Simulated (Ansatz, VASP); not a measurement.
**CdSe in VASP and in Ansatz**

```
Cd Se
1.0
    -0.09211    3.02422    3.02422
     3.02422   -0.09211    3.02422
     3.02422    3.02422   -0.09211
Cd Se
1 1
Direct
  0.00000 0.00000 0.00000
  0.25000 0.25000 0.25000
```

Change from the starting cell: equal xy, yz and zx shear strains of -3 %, crystal datasets.

Alike in both runs: task electric field gradients; functional PBE; k mesh 8 × 8 × 8; occupations fermi-dirac, width 0.03 eV; no spin polarisation.

```csv
,VASP,Ansatz
version,VASP 6.6.1,Ansatz 0.2.0
potentials or method,"VASP PAW PBE potentials, release 64 (Cd, Se), cutoff 520 eV","all-electron PAW with datasets made for the crystal, scalar-relativistic"
```

Ansatz gave:

- pressure (GPa): 1.5
- traceless stress, the component that is largest in VASP (GPa): 1.38
- rms of the force components (eV/Å): 0.210
- size of Vzz on the site where it differs most (V/Å²): 29.2

Task: Which values does VASP return?

Result: Pressure (GPa): 1.8; traceless stress, the component that is largest in VASP (GPa): 1.42; rms of the force components (eV/Å): 0.217; size of Vzz on the site where it differs most (V/Å²): 32.6.

Atom by atom the forces differ by 0.007 eV/Å (rms over components). Ansatz ran all-electron here, and VASP with PAW potentials.
